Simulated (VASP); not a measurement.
A run of VASP 6.6.1 is set up as follows.

INCAR

```
PREC = Accurate
ENCUT = 520
EDIFF = 1E-7
ISMEAR = 0
SIGMA = 0.1
LREAL = False
LASPH = True
NELM = 100
ALGO = Normal
ISIF = 2
LWAVE = False
LCHARG = False
GGA = PE
NBANDS = 51
```

File KPOINTS:

```
Automatic mesh
0
Gamma
  4 4 4
```

Contents of POSCAR:

```
YNb3N6
1.0
    0.0000000000      4.0998177707      4.0998177707
    4.0998177707      0.0000000000      4.0998177707
    4.0998177707      4.0998177707      0.0000000000
Y Nb N
1 3 6
Direct
    0.0000000000      0.0000000000      0.0000000000
    0.2500000000      0.2500000000      0.2500000000
    0.7500000000      0.7500000000      0.7500000000
    0.5000000000      0.5000000000      0.5000000000
    0.7408780421      0.2591219579      0.2591219579
    0.2591219579      0.7408780421      0.7408780421
    0.2591219579      0.7408780421      0.2591219579
    0.7408780421      0.2591219579      0.7408780421
    0.2591219579      0.2591219579      0.7408780421
    0.7408780421      0.7408780421      0.2591219579
```

Potentials or basis: VASP PAW PBE potentials, release 64 (Y_sv, Nb_sv, N).

Command:

```bash
$ cat potpaw_PBE.64/Y_sv/POTCAR potpaw_PBE.64/Nb_sv/POTCAR potpaw_PBE.64/N/POTCAR > POTCAR
$ mpirun -np 1 vasp_std > vasp.out
```

What does it give for the largest force?

0.015 eV/Å.

What does it give for the band gap on the k mesh?

Zero (band 40 reaches 6.47 eV, above the bottom of band 41 at 6.04 eV).

Forces on the atoms (eV/Å):
```
Y    0.000  0.000  0.000
Nb   0.000  0.000  0.000
Nb   0.000  0.000  0.000
Nb   0.000  0.000  0.000
N    0.015  0.000  0.000
N   -0.015  0.000  0.000
N    0.000  0.015  0.000
N    0.000 -0.015  0.000
N    0.000  0.000  0.015
N    0.000  0.000 -0.015
```
